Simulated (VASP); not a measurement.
# SnO2 (R3m) in VASP: single point with LDA

Aim: the single point of SnO2 with LDA.

All numbers are computed with VASP 6.6.1; they aren't measurements. Logs are shortened: lines on timing, memory, paths and dates and some standing lists are left out, and cuts for length are marked.

### 1 The cell of the first run

The typed cell holds 12 atoms: a = 5.514 Å, b = 5.514 Å, c = 5.514 Å, α = 71.09°, β = 71.09°, γ = 71.09°.

### 2 Single point, LDA

The input, INCAR:

```
SYSTEM = SnO2
ALGO     = Normal         ! electronic algorithm
EDIFF    = 1E-6           ! SCF threshold, eV
ENCUT    = 520            ! plane-wave cutoff, eV
ISIF     = 2              ! what is computed and relaxed
ISMEAR   = 0              ! smearing method
LASPH    = .True.         ! aspherical terms in the spheres
LCHARG   = .False.        ! write CHGCAR
LREAL    = .False.        ! projectors in reciprocal space
LWAVE    = .False.        ! write WAVECAR
NBANDS   = 64             ! bands
NELM     = 100            ! most SCF steps
PREC     = Accurate       ! precision mode
SIGMA    = 0.05           ! smearing width, eV
```

The input, KPOINTS:

```
k-points
0
Gamma
  6 6 6
  0 0 0
```

The input, POSCAR:

```
SnO2
1.0
    3.2053561353      1.8506132276      4.0868653298
   -3.2053561353      1.8506132276      4.0868653298
    0.0000000000     -3.7012264551      4.0868653298
Sn O
4 8
Direct
    0.8645353782      0.8645353782      0.8645353782
    0.3648691645      0.3648691645      0.8648751974
    0.3648691645      0.8648751974      0.3648691645
    0.8648751974      0.3648691645      0.3648691645
    0.1199116729      0.6196051221      0.6196051221
    0.6196051221      0.1199116729      0.6196051221
    0.6196051221      0.6196051221      0.1199116729
    0.6099370359      0.6099370359      0.6099370359
    0.1198492242      0.1198492242      0.1198492242
    0.1096932183      0.1096932183      0.6100024814
    0.1096932183      0.6100024814      0.1096932183
    0.6100024814      0.1096932183      0.1096932183
```

Potentials or basis: VASP PAW LDA potentials, release 64 (Sn_d, O).

Launch:

```sh
cat potpaw_LDA.64/Sn_d/POTCAR potpaw_LDA.64/O/POTCAR > POTCAR
mpirun -np 1 vasp_std > vasp.out
```

OUTCAR:

```text
SYSTEM = SnO2
   EDIFF = 1E-6
   ENCUT = 520
   ISIF = 2
   ISMEAR = 0
   LASPH = .True.
   LREAL = .False.
   NELM = 100
   PREC = Accurate

 ion  position               nearest neighbor table
   1  0.865  0.865  0.865-   5 2.09   6 2.09   7 2.09  11 2.09  12 2.09  10 2.09   2 3.21   2 3.21
                             3 3.21   4 3.21   3 3.21   4 3.21
   2  0.365  0.365  0.865-  11 2.09  12 2.09   9 2.09   8 2.09   5 2.09   6 2.09   3 3.21   4 3.21
                             1 3.21   1 3.21   4 3.21   3 3.21
   3  0.365  0.865  0.365-  10 2.09  12 2.09   9 2.09   8 2.09   7 2.09   5 2.09   4 3.21   2 3.21
                             1 3.21   1 3.21   4 3.21   2 3.21
   4  0.865  0.365  0.365-  10 2.09  11 2.09   9 2.09   8 2.09   7 2.09   6 2.09   3 3.21   2 3.21
                             1 3.21   1 3.21   3 3.21   2 3.21
   5  0.120  0.620  0.620-   1 2.09   2 2.09   3 2.09
   6  0.620  0.120  0.620-   1 2.09   2 2.09   4 2.09
   7  0.620  0.620  0.120-   1 2.09   3 2.09   4 2.09
   8  0.610  0.610  0.610-   3 2.09   4 2.09   2 2.09
   9  0.120  0.120  0.120-   3 2.09   4 2.09   2 2.09
  10  0.110  0.110  0.610-   3 2.09   4 2.09   1 2.09
  11  0.110  0.610  0.110-   2 2.09   4 2.09   1 2.09
  12  0.610  0.110  0.110-   2 2.09   3 2.09   1 2.09

  LATTYP: Found a trigonal (rhomboedric) cell.
 ALAT       =     5.5137596517
 COS(alpha) =     0.3240930495

  Lattice vectors:

 A1 = (   3.2053561353,   1.8506132276,   4.0868653298)
 A2 = (  -3.2053561353,   1.8506132276,   4.0868653298)
 A3 = (   0.0000000000,  -3.7012264551,   4.0868653298)

Analysis of symmetry for initial positions (statically):
=====================================================================
 Subroutine PRICEL returns:
 Original cell was already a primitive cell.

 Routine SETGRP: Setting up the symmetry group for a
 trigonal (rhombohedral) supercell.

 Subroutine GETGRP returns: Found  6 space group operations
 (whereof  6 operations were pure point group operations)
 out of a pool of 12 trial point group operations.

The static configuration has the point symmetry C_3v.

Analysis of symmetry for dynamics (positions and initial velocities):
=====================================================================
 Subroutine PRICEL returns:
 Original cell was already a primitive cell.

 Routine SETGRP: Setting up the symmetry group for a
 trigonal (rhombohedral) supercell.

 Subroutine GETGRP returns: Found  6 space group operations
 (whereof  6 operations were pure point group operations)
 out of a pool of 12 trial point group operations.

The dynamic configuration has the point symmetry C_3v.

 Subroutine INISYM returns: Found  6 space group operations
 (whereof  6 operations are pure point group operations),
 and found     1 'primitive' translations

----------------------------------------------------------------------------------------

                                     Primitive cell

  volume of cell :     145.4566

  direct lattice vectors                    reciprocal lattice vectors
     3.205356135  1.850613228  4.086865330     0.155988907  0.090060237  0.081562104
    -3.205356135  1.850613228  4.086865330    -0.155988907  0.090060237  0.081562104
     0.000000000 -3.701226455  4.086865330     0.000000000 -0.180120475  0.081562104

  length of vectors
     5.513759652  5.513759652  5.513759652     0.197726483  0.197726483  0.197726483

  position of ions in fractional coordinates (direct lattice)
     0.864535378  0.864535378  0.864535378
     0.364869164  0.364869164  0.864875197
     0.364869164  0.864875197  0.364869164
     0.864875197  0.364869164  0.364869164
     0.119911673  0.619605122  0.619605122
     0.619605122  0.119911673  0.619605122
     0.619605122  0.619605122  0.119911673
     0.609937036  0.609937036  0.609937036
     0.119849224  0.119849224  0.119849224
     0.109693218  0.109693218  0.610002481
     0.109693218  0.610002481  0.109693218
     0.610002481  0.109693218  0.109693218

  ion indices of the primitive-cell ions
   primitive index   ion index
                 1           1
                 2           2
                 3           3
                 4           4
                 5           5
                 6           6
                 7           7
                 8           8
                 9           9
                10          10
                11          11
                12          12

----------------------------------------------------------------------------------------

 KPOINTS: k-points

Automatic generation of k-mesh.
 Grid dimensions read from file:
 generate k-points for:    6    6    6

 Generating k-lattice:

  Cartesian coordinates                     Fractional coordinates (reciprocal lattice)
     0.025998151  0.015010040  0.013593684     0.166666667  0.000000000  0.000000000
    -0.025998151  0.015010040  0.013593684     0.000000000  0.166666667  0.000000000
     0.000000000 -0.030020079  0.013593684     0.000000000  0.000000000  0.166666667

  Length of vectors
     0.032954414  0.032954414  0.032954414

  Shift w.r.t. Gamma in fractional coordinates (k-lattice)
     0.000000000  0.000000000  0.000000000

 Subroutine IBZKPT returns following result:
 ===========================================

 Found     32 irreducible k-points:

 Following reciprocal coordinates:
            Coordinates               Weight
  0.000000  0.000000  0.000000      1.000000
  0.166667  0.000000  0.000000      6.000000
  0.333333  0.000000  0.000000      6.000000
  0.500000  0.000000  0.000000      3.000000
  0.166667  0.166667  0.000000      6.000000
  0.333333  0.166667  0.000000     12.000000
[... 16 lines left out ...]
  0.500000  0.500000  0.166667      6.000000
 -0.333333  0.500000  0.166667     12.000000
 [... further k-points ...]
   k-points           NKPTS =     32   k-points in BZ     NKDIM =     32   number of bands    NBANDS=     64
   number of dos      NEDOS =    301   number of ions     NIONS =     12
   total plane-waves  NPLWV =  74088
   dimension x,y,z NGX =    42 NGY =   42 NGZ =   42
   dimension x,y,z NGXF=    84 NGYF=   84 NGZF=   84
   ions per type =               4   8
   NGX,Y,Z   is equivalent  to a cutoff of  12.66, 12.66, 12.66 a.u.
   NGXF,Y,Z  is equivalent  to a cutoff of  25.33, 25.33, 25.33 a.u.
 SYSTEM =  SnO2
   PREC   = accura    normal or accurate (medium, high low for compatibility)
   ISTART =      0    job   : 0-new  1-cont  2-samecut
   ICHARG =      2    charge: 1-file 2-atom 10-const
   ISPIN  =      1    spin polarized calculation?
   LNONCOLLINEAR =      F non collinear calculations
   LSORBIT =      F    spin-orbit coupling
   LASPH  =      T    aspherical Exc in radial PAW
   ENCUT  =  520.0 eV  38.22 Ry    6.18 a.u.  10.25 10.25 10.25*2*pi/ulx,y,z
   NELM   =    100;   NELMIN=  2; NELMDL= -5     # of ELM steps
   EDIFF  = 0.1E-05   stopping-criterion for ELM
   LREAL  =      F    real-space projection
   EDIFFG = 0.1E-04   stopping-criterion for IOM
   NSW    =      0    number of steps for IOM
   IBRION =     -1    ionic relax: 0-MD 1-quasi-New 2-CG
   NFREE  =      0    steps in history (QN), initial steepest desc. (CG)
   ISIF   =      2    stress and relaxation
   ISYM   =      2    0-nonsym 1-usesym 2-fastsym
   POTIM  = 0.5000    time-step for ionic-motion
   TEBEG  =    0.0;   TEEND  =   0.0 temperature during run
   PSTRESS=    0.0 pullay stress
   NELECT =     104.0000    total number of electrons
   NUPDOWN=      -1.0000    fix difference up-down
   EMIN   =  10.00;   EMAX   =-10.00  energy-range for DOS
   EFERMI =   0.00;   METHOD = LEGACY
   ISMEAR =     0;   SIGMA  =   0.05  broadening in eV -4-tet -1-fermi 0-gaus
   EFERMI_NEDOS =   21; number of points for ismear=-14 and -15
   IALGO  =     38    algorithm
   IMIX   =      4    mixing-type and parameters
     AMIX     =   0.40;   BMIX     =  1.00
     AMIX_MAG =   1.60;   BMIX_MAG =  1.00
  volume/ion in A,a.u.               =      12.12        81.80
  Fermi-wavevector in a.u.,A,eV,Ry     =   1.463889  2.766349 29.156884  2.142971
  Thomas-Fermi vector in A             =   2.579930
   LORBIT       =      0    0 simple, 1 ext, 2 COOP (PROOUT), +10 PAW based schemes
   GGA     = CA    functional components
   LHFCALC =     F    Hartree Fock is set to
   AEXX    =    0.0000 exact exchange contribution
   IVDW    =     0    specifies the selected vdW correction
   LEPSILON=     F    determine dielectric tensor
   LRPA    =     F    only Hartree local field effects (RPA)
 non-spin polarized calculation
 Gauss-broadening in eV      SIGMA  =   0.05
  energy-cutoff  :      520.00
  volume of cell :      145.46
 maximum number of plane-waves:      3926
 NGX is ok and might be reduce to    42
   NGX = 21   NGY = 21   NGZ = 21

 number of electron     103.9999986 magnetization

 Free energy of the ion-electron system (eV)
  ---------------------------------------------------
  ext. energy  EPLUGINS =         0.00000000
  ---------------------------------------------------
  free energy    TOTEN  =       -82.23899610 eV

  energy without entropy =      -82.23899610  energy(sigma->0) =      -82.23899610

 E-fermi :   5.8043     XC(G=0): -11.6852

 val. band max:        5.4987194005   @ k =   0.0000   0.0000   0.0000
 cond. band min:       7.0895716986   @ k =   0.0000   0.0000   0.0000
 fundamental gap:      1.5908522981
 Fermi energy:         5.8042912449

 k-point     1 :       0.0000    0.0000    0.0000
  band No.  band energies     occupation
      1     -15.3606      2.00000
      2     -15.3606      2.00000
      3     -15.3606      2.00000
      4     -14.7795      2.00000
      5     -14.4646      2.00000
      6     -14.4646      2.00000
[... 56 lines left out ...]
     63      16.3636      0.00000
     64      16.3643      0.00000

 k-point     2 :       0.1667    0.0000    0.0000
  band No.  band energies     occupation
      1     -15.3185      2.00000
      2     -15.3185      2.00000
      3     -15.3113      2.00000
      4     -14.7402      2.00000
      5     -14.5263      2.00000
      6     -14.4478      2.00000
[... 56 lines left out ...]
     63      16.1799      0.00000
     64      16.2473      0.00000

 k-point     3 :       0.3333    0.0000    0.0000
  band No.  band energies     occupation
      1     -15.2086      2.00000
      2     -15.2086      2.00000
      3     -15.1713      2.00000
      4     -14.7525      2.00000
      5     -14.5785      2.00000
      6     -14.5742      2.00000
[... 1396 lines left out ...]
     63      14.9530      0.00000
     64      15.5633      0.00000

 k-point    24 :      -0.3333    0.5000    0.1667
  band No.  band energies     occupation
      1     -15.1099      2.00000
      2     -15.1053      2.00000
      3     -15.0686      2.00000
      4     -14.8616      2.00000
      5     -14.7647      2.00000
      6     -14.5901      2.00000
[... 56 lines left out ...]
     63      15.0748      0.00000
     64      15.2456      0.00000

 [... further k-points ...]

------------------------ aborting loop because EDIFF is reached ----------------------------------------

  FORCE on cell =-STRESS in cart. coord.  units (eV):
  Direction    XX          YY          ZZ          XY          YZ          ZX
  --------------------------------------------------------------------------------------
  -------------------------------------------------------------------------------------
  Total        1.6122334      1.6122334      0.4734225     -0.0000000      0.0000000      0.0000000
  in kB       17.7584462     17.7584462      5.2146593     -0.0000000      0.0000000      0.0000000
  external PRESSURE =      13.5771839 kB  Pullay stress =       0.0000000 kB

 VOLUME and BASIS-vectors are now :
 -----------------------------------------------------------------------------
  energy-cutoff  :      520.00
  volume of cell :      145.46
      direct lattice vectors                 reciprocal lattice vectors
     3.205356135  1.850613228  4.086865330     0.155988907  0.090060237  0.081562104
    -3.205356135  1.850613228  4.086865330    -0.155988907  0.090060237  0.081562104
     0.000000000 -3.701226455  4.086865330     0.000000000 -0.180120475  0.081562104

 POSITION                                       TOTAL-FORCE (eV/Angst)
 -----------------------------------------------------------------------------------
      0.00000      0.00000     10.59972         0.000000      0.000000      0.003542
      0.00000     -1.85064      6.51697         0.000000     -0.001785     -0.001475
     -1.60270      0.92532      6.51697        -0.001546      0.000893     -0.001475
      1.60270      0.92532      6.51697         0.001546      0.000893     -0.001475
     -1.60170     -0.92474      5.55455         0.000152      0.000088     -0.091095
      1.60170     -0.92474      5.55455        -0.000152      0.000088     -0.091095
      0.00000      1.84948      5.55455         0.000000     -0.000175     -0.091095
      0.00000      0.00000      7.47819         0.000000      0.000000      0.091233
      0.00000      0.00000      1.46942         0.000000     -0.000000     -0.091089
      0.00000     -1.85176      3.38960         0.000000      0.000020      0.091341
     -1.60367      0.92588      3.38960         0.000017     -0.000010      0.091341
      1.60367      0.92588      3.38960        -0.000017     -0.000010      0.091341
 -----------------------------------------------------------------------------------
    total drift:                                0.000000     -0.000001      0.000840

  FREE ENERGIE OF THE ION-ELECTRON SYSTEM (eV)
  ---------------------------------------------------
  free  energy   TOTEN  =       -82.2389960984 eV

  energy  without entropy=      -82.2389960984  energy(sigma->0) =      -82.23899610
```

Run time: 7.9 min. Hardware: 1 thread of Intel Xeon 8259CL, shared host; peak memory 0.35 GiB.

What came out:

```yaml
Free_energy: -82.2390 eV
Pressure: 1.4 GPa
Largest_force: 0.091 eV/Å
Band_gap_on_the_k_mesh: 1.59 eV
```

Forces on the atoms (eV/Å):
```
Sn   0.000  0.000  0.004
Sn   0.000 -0.002 -0.001
Sn  -0.002  0.001 -0.001
Sn   0.002  0.001 -0.001
O    0.000  0.000 -0.091
O    0.000  0.000 -0.091
O    0.000  0.000 -0.091
O    0.000  0.000  0.091
O    0.000  0.000 -0.091
O    0.000  0.000  0.091
O    0.000  0.000  0.091
O    0.000  0.000  0.091
```

Stress tensor (GPa, compression positive):
```
1.78 0.00 0.00
0.00 1.78 0.00
0.00 0.00 0.52
```

Caveat: spin-orbit coupling is left out, which moves the levels of the heavy elements.
